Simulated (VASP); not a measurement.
# MgO2 (R-3m) in VASP: notebook

Runs on MgO2. Level: r2SCAN. Tasks: single point.

Everything below comes from runs of VASP 6.6.1. Logs are shortened: lines on timing, memory, paths and dates and some standing lists are left out, and cuts for length are marked.

## 1. The cell of the first run

The structure is trigonal, space group R-3m (No. 166). The conventional cell has a = 3.258 Å, b = 3.258 Å, c = 10.482 Å, α = 90.00°, β = 90.00°, γ = 120.00°. Mg (site symmetry -3m) has 6 O at 2.13 Å within 2.8 Å. Within 2.0 Å of O (site symmetry 3m) lie 1 O at 1.49 Å.

## 2. Single point, r2SCAN (strain +0.015 along x and y, +0.000 along z)

POSCAR

```
MgO2
1.0
    1.6288324313      0.9404068427      3.4939788749
   -1.6288324313      0.9404068427      3.4939788749
    0.0000000000     -1.8808136853      3.4939788749
Mg O
1 2
Direct
    0.0000000000      0.0000000000      0.0000000000
    0.4287860000      0.4287860000      0.4287860000
    0.5712140000      0.5712140000      0.5712140000
```

INCAR.step1

```
SYSTEM = MgO2
PREC = Accurate ; ENCUT = 520
ISMEAR = 0 ; SIGMA = 0.05
LREAL = .False. ; LASPH = .True.
NELM = 60 ; NBANDS = 14
GGA = PE ; ALGO = Normal
EDIFF = 1E-4 ; LWAVE = .True.
LCHARG = .False.
```

INCAR.step2

```
SYSTEM = MgO2
PREC = Accurate ; ENCUT = 520
EDIFF = 1E-6 ; ISMEAR = 0
SIGMA = 0.05 ; LREAL = .False.
LASPH = .True. ; NELM = 60
ALGO = Normal ; ISIF = 2
LWAVE = .False. ; LCHARG = .False.
METAGGA = R2SCAN ; LMIXTAU = .True.
NBANDS = 14 ; ISTART = 1
```

KPOINTS

```
regular mesh
0
Gamma
  12 12 12
  0 0 0
```

Potentials or basis: VASP PAW PBE potentials, release 64 (Mg, O).

Launch:

```
cat potpaw_PBE.64/Mg/POTCAR potpaw_PBE.64/O/POTCAR > POTCAR
cp INCAR.step1 INCAR
mpirun -np 1 vasp_std > vasp.out
cp INCAR.step2 INCAR
mpirun -np 1 vasp_std > vasp.out
```

OUTCAR:

```text
SYSTEM = MgO2
   PREC = Accurate
   ENCUT = 520
   EDIFF = 1E-6
   ISMEAR = 0
   LREAL = .False.
   LASPH = .True.
   NELM = 60
   ISIF = 2
   METAGGA = R2SCAN
   ISTART = 1

 ion  position               nearest neighbor table
   1  0.000  0.000  0.000-   3 2.13   3 2.13   2 2.13   2 2.13   3 2.13   2 2.13
   2  0.429  0.429  0.429-   3 1.49   1 2.13   1 2.13   1 2.13
   3  0.571  0.571  0.571-   2 1.49   1 2.13   1 2.13   1 2.13

  LATTYP: Found a trigonal (rhomboedric) cell.
 ALAT       =     3.9680408891
 COS(alpha) =     0.6629995088

  Lattice vectors:

 A1 = (   1.6288324313,   0.9404068427,   3.4939788749)
 A2 = (  -1.6288324313,   0.9404068427,   3.4939788749)
 A3 = (   0.0000000000,  -1.8808136853,   3.4939788749)

Analysis of symmetry for initial positions (statically):
=====================================================================
 Subroutine PRICEL returns:
 Original cell was already a primitive cell.

 Routine SETGRP: Setting up the symmetry group for a
 trigonal (rhombohedral) supercell.

 Subroutine GETGRP returns: Found 12 space group operations
 (whereof 12 operations were pure point group operations)
 out of a pool of 12 trial point group operations.

The static configuration has the point symmetry D_3d.

Analysis of symmetry for dynamics (positions and initial velocities):
=====================================================================
 Subroutine PRICEL returns:
 Original cell was already a primitive cell.

 Routine SETGRP: Setting up the symmetry group for a
 trigonal (rhombohedral) supercell.

 Subroutine GETGRP returns: Found 12 space group operations
 (whereof 12 operations were pure point group operations)
 out of a pool of 12 trial point group operations.

The dynamic configuration has the point symmetry D_3d.

 Subroutine INISYM returns: Found 12 space group operations
 (whereof 12 operations are pure point group operations),
 and found     1 'primitive' translations

----------------------------------------------------------------------------------------

                                     Primitive cell

  volume of cell :      32.1117

  direct lattice vectors                    reciprocal lattice vectors
     1.628832431  0.940406843  3.493978875     0.306968348  0.177228258  0.095402218
    -1.628832431  0.940406843  3.493978875    -0.306968348  0.177228258  0.095402218
     0.000000000 -1.880813685  3.493978875     0.000000000 -0.354456516  0.095402218

  length of vectors
     3.968040889  3.968040889  3.968040889     0.367070845  0.367070845  0.367070845

  position of ions in fractional coordinates (direct lattice)
     0.000000000  0.000000000  0.000000000
     0.428786000  0.428786000  0.428786000
     0.571214000  0.571214000  0.571214000

  ion indices of the primitive-cell ions
   primitive index   ion index
                 1           1
                 2           2
                 3           3

----------------------------------------------------------------------------------------

 KPOINTS: regular mesh

Automatic generation of k-mesh.
 Grid dimensions read from file:
 generate k-points for:   12   12   12

 Generating k-lattice:

  Cartesian coordinates                     Fractional coordinates (reciprocal lattice)
     0.025580696  0.014769022  0.007950185     0.083333333 -0.000000000  0.000000000
    -0.025580696  0.014769022  0.007950185    -0.000000000  0.083333333  0.000000000
     0.000000000 -0.029538043  0.007950185     0.000000000  0.000000000  0.083333333

  Length of vectors
     0.030589237  0.030589237  0.030589237

  Shift w.r.t. Gamma in fractional coordinates (k-lattice)
     0.000000000  0.000000000  0.000000000

 Subroutine IBZKPT returns following result:
 ===========================================

 Found    189 irreducible k-points:

 Following reciprocal coordinates:
            Coordinates               Weight
  0.000000  0.000000  0.000000      1.000000
  0.083333  0.000000 -0.000000      6.000000
  0.166667  0.000000  0.000000      6.000000
  0.250000  0.000000 -0.000000      6.000000
  0.333333  0.000000  0.000000      6.000000
  0.416667  0.000000  0.000000      6.000000
[... 16 lines left out ...]
  0.500000  0.166667  0.000000     12.000000
 -0.416667  0.166667 -0.000000     12.000000
 [... further k-points ...]
   k-points           NKPTS =    189   k-points in BZ     NKDIM =    189   number of bands    NBANDS=     14
   number of dos      NEDOS =    301   number of ions     NIONS =      3
   total plane-waves  NPLWV =  27000
   dimension x,y,z NGX =    30 NGY =   30 NGZ =   30
   dimension x,y,z NGXF=    60 NGYF=   60 NGZF=   60
   ions per type =               1   2
   NGX,Y,Z   is equivalent  to a cutoff of  12.57, 12.57, 12.57 a.u.
   NGXF,Y,Z  is equivalent  to a cutoff of  25.14, 25.14, 25.14 a.u.
 SYSTEM =  MgO2
   PREC   = accura    normal or accurate (medium, high low for compatibility)
   ISTART =      1    job   : 0-new  1-cont  2-samecut
[... 77 lines left out ...]
     13      17.5481      0.00000
     14      19.3069      0.00000

 k-point     2 :       0.0833    0.0000   -0.0000
  band No.  band energies     occupation
      1     -20.1025      2.00000
      2     -13.3325      2.00000
      3      -5.3114      2.00000
      4      -1.5700      2.00000
      5      -1.4083      2.00000
      6       1.2093      2.00000
      7       1.2178      2.00000
      8       7.2487      0.00000
      9       7.7208      0.00000
     10      15.0399      0.00000
     11      16.7698      0.00000
     12      17.2187      0.00000
     13      17.7368      0.00000
     14      18.9973      0.00000

 k-point     3 :       0.1667    0.0000    0.0000
  band No.  band energies     occupation
      1     -20.0241      2.00000
      2     -13.3848      2.00000
      3      -5.1837      2.00000
      4      -2.0401      2.00000
      5      -1.4656      2.00000
      6       1.1197      2.00000
      7       1.1345      2.00000
      8       7.4044      0.00000
      9       8.2244      0.00000
     10      15.1277      0.00000
     11      15.5253      0.00000
     12      17.4936      0.00000
     13      18.2890      0.00000
     14      18.3030      0.00000

 k-point     4 :       0.2500    0.0000   -0.0000
  band No.  band energies     occupation
      1     -19.9141      2.00000
      2     -13.4570      2.00000
      3      -5.0004      2.00000
      4      -2.6371      2.00000
      5      -1.5417      2.00000
      6       1.0224      2.00000
      7       1.0387      2.00000
      8       7.3353      0.00000
      9       9.1293      0.00000
     10      14.4229      0.00000
     11      15.2634      0.00000
     12      17.4585      0.00000
     13      17.9544      0.00000
     14      19.1473      0.00000

 k-point     5 :       0.3333    0.0000    0.0000
  band No.  band energies     occupation
      1     -19.8004      2.00000
      2     -13.5302      2.00000
      3      -4.7876      2.00000
      4      -3.2222      2.00000
      5      -1.6156      2.00000
      6       0.9121      2.00000
      7       1.0054      2.00000
      8       7.1780      0.00000
      9      10.0990      0.00000
     10      13.5893      0.00000
     11      15.3524      0.00000
[... 276 lines left out ...]
 k-point    22 :       0.4167    0.1667   -0.0000
  band No.  band energies     occupation
      1     -19.7155      2.00000
      2     -13.7090      2.00000
      3      -4.3847      2.00000
      4      -3.3202      2.00000
      5      -1.9261      2.00000
      6       0.5857      2.00000
      7       1.3495      2.00000
      8       6.8341      0.00000
      9      10.9177      0.00000
     10      13.1031      0.00000
     11      14.8344      0.00000
     12      17.2696      0.00000
     13      18.3056      0.00000
     14      19.8278      0.00000

 k-point    23 :       0.5000    0.1667    0.0000
  band No.  band energies     occupation
      1     -19.6555      2.00000
      2     -13.7042      2.00000
      3      -4.2685      2.00000
      4      -3.6613      2.00000
      5      -2.0119      2.00000
      6       0.5877      2.00000
      7       1.1799      2.00000
      8       6.8257      0.00000
      9      11.7956      0.00000
     10      12.6465      0.00000
     11      15.1376      0.00000
     12      17.2927      0.00000
     13      17.8809      0.00000
     14      19.9534      0.00000

 k-point    24 :      -0.4167    0.1667   -0.0000
  band No.  band energies     occupation
      1     -19.6470      2.00000
      2     -13.6554      2.00000
      3      -4.4433      2.00000
      4      -3.5796      2.00000
      5      -2.0623      2.00000
      6       0.6451      2.00000
      7       0.9828      2.00000
      8       6.9195      0.00000
      9      11.8748      0.00000
     10      12.8111      0.00000
     11      15.4156      0.00000
     12      17.2774      0.00000
     13      17.6477      0.00000
     14      19.9391      0.00000

 [... further k-points ...]

------------------------ aborting loop because EDIFF is reached ----------------------------------------

  FORCE on cell =-STRESS in cart. coord.  units (eV):
  Direction    XX          YY          ZZ          XY          YZ          ZX
  --------------------------------------------------------------------------------------
  -------------------------------------------------------------------------------------
  Total       -1.9596922     -1.9596922     -1.1582036      0.0000000     -0.0000000      0.0000000
  in kB      -97.7765551    -97.7765551    -57.7872190      0.0000000     -0.0000000      0.0000000
  external PRESSURE =     -84.4467764 kB  Pullay stress =       0.0000000 kB

 VOLUME and BASIS-vectors are now :
 -----------------------------------------------------------------------------
  energy-cutoff  :      520.00
  volume of cell :       32.11
      direct lattice vectors                 reciprocal lattice vectors
     1.628832431  0.940406843  3.493978875     0.306968348  0.177228258  0.095402218
    -1.628832431  0.940406843  3.493978875    -0.306968348  0.177228258  0.095402218
     0.000000000 -1.880813685  3.493978875     0.000000000 -0.354456516  0.095402218

 POSITION                                       TOTAL-FORCE (eV/Angst)
 -----------------------------------------------------------------------------------
      0.00000      0.00000      0.00000         0.000000      0.000000      0.000000
      0.00000      0.00000      4.49451        -0.000000     -0.000000     -0.224312
      0.00000      0.00000      5.98743        -0.000000      0.000000      0.224312
 -----------------------------------------------------------------------------------
    total drift:                                0.000000     -0.000000      0.000000

  FREE ENERGIE OF THE ION-ELECTRON SYSTEM (eV)
  ---------------------------------------------------
  free  energy   TOTEN  =       -21.5053173740 eV

  energy  without entropy=      -21.5053173740  energy(sigma->0) =      -21.50531737
```

Run time: 6.1 min. Hardware: 1 thread of Intel Xeon Platinum 8259CL at 2.50GHz (Skylake/Cascade Lake), shared host; peak memory 0.23 GiB.

Results:

```yaml
Free_energy: -21.5053 eV
Pressure: -8.4 GPa
Largest_force: 0.224 eV/Å
Band_gap_on_the_k_mesh: 2.95 eV
```

Forces on the atoms (eV/Å):
```
Mg   0.000  0.000  0.000
O    0.000  0.000 -0.224
O    0.000  0.000  0.224
```

Caveat: the cell differs from its parent crystal (strain +0.015 along x and y, +0.000 along z); the cell stands under tension; the PAW data sets were made with another functional, which shifts forces and pressure a little. A k mesh can miss the band edges.

## 3. Single point, r2SCAN (strain -0.030 along x and y, -0.030 along z)

POSCAR

```
MgO2
1.0
    1.5566181855      0.8987139284      3.3891595087
   -1.5566181855      0.8987139284      3.3891595087
    0.0000000000     -1.7974278569      3.3891595087
Mg O
1 2
Direct
    0.0000000000      0.0000000000      0.0000000000
    0.4287860000      0.4287860000      0.4287860000
    0.5712140000      0.5712140000      0.5712140000
```

INCAR.step1

```
SYSTEM = MgO2
ALGO = Normal
EDIFF = 1E-4
ENCUT = 520
GGA = PE
ISMEAR = 0
LASPH = .True.
LCHARG = .False.
LREAL = .False.
LWAVE = .True.
NBANDS = 14
NELM = 80
PREC = Accurate
SIGMA = 0.05
```

INCAR.step2

```
SYSTEM = MgO2
ALGO = Normal
EDIFF = 1E-6
ENCUT = 520
ISIF = 2
ISMEAR = 0
ISTART = 1
LASPH = .True.
LCHARG = .False.
LMIXTAU = .True.
LREAL = .False.
LWAVE = .False.
METAGGA = R2SCAN
NBANDS = 14
NELM = 80
PREC = Accurate
SIGMA = 0.05
```

KPOINTS

```
k-points
0
Gamma
  12 12 12
  0 0 0
```

Potentials or basis: VASP PAW PBE potentials, release 64 (Mg, O).

Launch:

```
cat potpaw_PBE.64/Mg/POTCAR potpaw_PBE.64/O/POTCAR > POTCAR
cp INCAR.step1 INCAR
mpirun -np 1 vasp_std > vasp.out
cp INCAR.step2 INCAR
mpirun -np 1 vasp_std > vasp.out
```

Wall time 8.5 min (1 thread of Intel Xeon 8259CL, shared host); peak memory 0.23 GiB.

It converged, with:

```yaml
Free_energy: -21.5348 eV
Pressure: 8.1 GPa
Largest_force: 0.572 eV/Å
Band_gap_on_the_k_mesh: 3.52 eV
```

Forces on the atoms (eV/Å):
```
Mg   0.000  0.000  0.000
O    0.000  0.000 -0.572
O    0.000  0.000  0.572
```

Stress tensor (GPa, compression positive):
```
 4.81  0.00  0.00
 0.00  4.81  0.00
 0.00  0.00 14.61
```

Levels at points of the mesh, in eV from the valence-band top:
```
           k point  band 3  band 4  band 5  band 6  band 7  band 8  band 9  band 10  band 11  band 12
(0.00, 0.00, 0.00)   -8.23   -3.81   -3.81   -0.96   -0.96    5.64    6.09    13.98    16.06    16.15
(0.50, 0.00, 0.00)   -7.13   -6.76   -4.21   -1.42   -1.25    5.38    9.74    11.94    14.26    16.17
(0.50, 0.50, 0.00)   -6.41   -6.06   -4.93   -2.31   -0.19    4.73    8.74    12.47    14.54    14.78
(0.50, 0.50, 0.50)   -5.14   -4.42   -4.42    0.00    0.00    3.52    5.74    11.38    15.77    15.77
```

Caveat: the cell differs from its parent crystal (strain -0.030 along x and y, -0.030 along z); the cell stands under pressure; the PAW data sets were made with another functional, which shifts forces and pressure a little. A k mesh can miss the band edges.

## 4. Single point, r2SCAN (strain -0.030 along x and y, -0.015 along z)

POSCAR

```
MgO2
1.0
    1.5566181855      0.8987139284      3.4415691918
   -1.5566181855      0.8987139284      3.4415691918
    0.0000000000     -1.7974278569      3.4415691918
Mg O
1 2
Direct
    0.0000000000      0.0000000000      0.0000000000
    0.4287860000      0.4287860000      0.4287860000
    0.5712140000      0.5712140000      0.5712140000
```

INCAR.step1

```
  ALGO = Normal
  EDIFF = 1E-4
  ENCUT = 520
  GGA = PE
  ISMEAR = 0
  LASPH = True
  LCHARG = False
  LREAL = False
  LWAVE = True
  NBANDS = 14
  NELM = 100
  PREC = Accurate
  SIGMA = 0.05
```

INCAR.step2

```
  ALGO = Normal
  EDIFF = 1E-7
  ENCUT = 520
  ISIF = 2
  ISMEAR = 0
  ISTART = 1
  LASPH = True
  LCHARG = False
  LMIXTAU = True
  LREAL = False
  LWAVE = False
  METAGGA = R2SCAN
  NBANDS = 14
  NELM = 100
  PREC = Accurate
  SIGMA = 0.05
```

KPOINTS

```
k-points
0
Gamma
  12 12 12
```

Launch:

```
cat potpaw_PBE.64/Mg/POTCAR potpaw_PBE.64/O/POTCAR > POTCAR
cp INCAR.step1 INCAR
mpirun -np 1 vasp_std > vasp.out
cp INCAR.step2 INCAR
mpirun -np 1 vasp_std > vasp.out
```

It took 10 min on 1 thread of Intel Xeon 8259CL, shared host; peak memory 0.23 GiB.

It converged, with:

```
Free energy            : -21.5621 eV
Pressure               : 4.3 GPa
Largest force          : 0.062 eV/Å
Band gap on the k mesh : 3.16 eV
```

Forces in eV/Å, atoms in the order of the input:
```
Mg   0.000  0.000  0.000
O    0.000  0.000 -0.062
O    0.000  0.000  0.062
```

Stress tensor (GPa, compression positive):
```
4.16 0.00 0.00
0.00 4.16 0.00
0.00 0.00 4.68
```

Levels at points of the mesh, in eV from the valence-band top:
```
           k point  band 3  band 4  band 5  band 6  band 7  band 8  band 9  band 10  band 11  band 12
(0.00, 0.00, 0.00)   -8.02   -3.58   -3.58   -0.91   -0.91    5.76    5.82    13.72    15.77    16.32
(0.50, 0.00, 0.00)   -6.93   -6.53   -3.99   -1.36   -1.28    5.08    9.85    12.05    14.20    15.99
(0.50, 0.50, 0.00)   -6.24   -5.85   -4.68   -2.30   -0.20    4.40    8.94    12.60    14.36    14.57
(0.50, 0.50, 0.50)   -5.02   -4.17   -4.17    0.00    0.00    3.16    5.96    11.20    15.95    15.95
```

Caveat: the cell differs from its parent crystal (strain -0.030 along x and y, -0.015 along z); the cell stands under pressure; the PAW data sets were made with another functional, which shifts forces and pressure a little. A k mesh can miss the band edges.

## 5. Single point, r2SCAN (strain -0.030 along x and y, +0.000 along z)

POSCAR

```
MgO2
1.0
    1.5566181855      0.8987139284      3.4939788749
   -1.5566181855      0.8987139284      3.4939788749
    0.0000000000     -1.7974278569      3.4939788749
Mg O
1 2
Direct
    0.0000000000      0.0000000000      0.0000000000
    0.4287860000      0.4287860000      0.4287860000
    0.5712140000      0.5712140000      0.5712140000
```

INCAR.step1

```
PREC     = Accurate       # precision mode
ENCUT    = 520            # plane-wave cutoff, eV
ISMEAR   = 0              # smearing method
SIGMA    = 0.05           # smearing width, eV
LREAL    = False          # projectors in reciprocal space
LASPH    = True           # aspherical terms in the spheres
NELM     = 60             # most SCF steps
NBANDS   = 14             # bands
GGA      = PE             # functional
ALGO     = Normal         # electronic algorithm
EDIFF    = 1E-4           # SCF threshold, eV
LWAVE    = True           # write WAVECAR
LCHARG   = False          # write CHGCAR
```

INCAR.step2

```
PREC     = Accurate       # precision mode
ENCUT    = 520            # plane-wave cutoff, eV
EDIFF    = 1E-6           # SCF threshold, eV
ISMEAR   = 0              # smearing method
SIGMA    = 0.05           # smearing width, eV
LREAL    = False          # projectors in reciprocal space
LASPH    = True           # aspherical terms in the spheres
NELM     = 60             # most SCF steps
ALGO     = Normal         # electronic algorithm
ISIF     = 2              # what is computed and relaxed
LWAVE    = False          # write WAVECAR
LCHARG   = False          # write CHGCAR
METAGGA  = R2SCAN         # meta-GGA
LMIXTAU  = True         
NBANDS   = 14             # bands
ISTART   = 1
```

KPOINTS

```
regular mesh
0
Gamma
  12 12 12
```

Launch:

```
cat potpaw_PBE.64/Mg/POTCAR potpaw_PBE.64/O/POTCAR > POTCAR
cp INCAR.step1 INCAR
mpirun -np 1 vasp_std > vasp.out
cp INCAR.step2 INCAR
mpirun -np 1 vasp_std > vasp.out
```

Run time: 8.4 min. Hardware: 1 thread of Intel Xeon 8259CL, shared host; peak memory 0.22 GiB.

Results (log left out):

* Free energy: -21.5634 eV
* Pressure: 1.0 GPa
* Largest force: 0.367 eV/Å
* Band gap on the k mesh: 2.82 eV

Forces in eV/Å, atoms in the order of the input:
```
Mg   0.000  0.000  0.000
O    0.000  0.000  0.367
O    0.000  0.000 -0.367
```

Stress tensor (GPa, compression positive):
```
 3.62  0.00  0.00
 0.00  3.62  0.00
 0.00  0.00 -4.31
```

Levels at points of the mesh, in eV from the valence-band top:
```tsv
k point	band 4	band 5	band 6	band 7	band 8	band 9	band 10	band 11
(0.00, 0.00, 0.00)	-3.37	-3.37	-0.86	-0.86	5.56	5.87	13.49	15.50
(0.50, 0.00, 0.00)	-6.32	-3.77	-1.31	-1.31	4.79	9.95	12.14	14.15
(0.50, 0.50, 0.00)	-5.65	-4.44	-2.30	-0.21	4.09	9.13	12.71	14.18
(0.50, 0.50, 0.50)	-3.93	-3.93	0.00	0.00	2.82	6.16	11.02	16.11
```

Caveat: the cell differs from its parent crystal (strain -0.030 along x and y, +0.000 along z); the PAW data sets were made with another functional, which shifts forces and pressure a little. A k mesh can miss the band edges.

## 6. The runs side by side

| cell | gap on the mesh (eV) | pressure (GPa) | largest force (eV/Å) |
| --- | --- | --- | --- |
| a = 3.968 Å, angles 48.5°, 3 atoms | 2.95 | -8.4 | 0.22 |
| a = 3.836 Å, angles 47.9°, 3 atoms | 3.52 | 8.1 | 0.57 |
| a = 3.883 Å, angles 47.3°, 3 atoms | 3.16 | 4.3 | 0.06 |
| a = 3.929 Å, angles 46.7°, 3 atoms | 2.82 | 1.0 | 0.37 |

Alike in all rows: task single point; level r2SCAN; potentials or basis VASP PAW PBE potentials, release 64 (Mg, O); no spin polarisation; k mesh 12 × 12 × 12; cutoff (eV) 520; smearing gaussian 0.05 eV.

Caveats: the PAW data sets were made with another functional, which shifts forces and pressure a little; the cell stands under pressure (at least some runs); the cell stands under tension (at least some runs).

Total energies depend on the potentials used, so only differences within one code and one set of settings carry meaning.
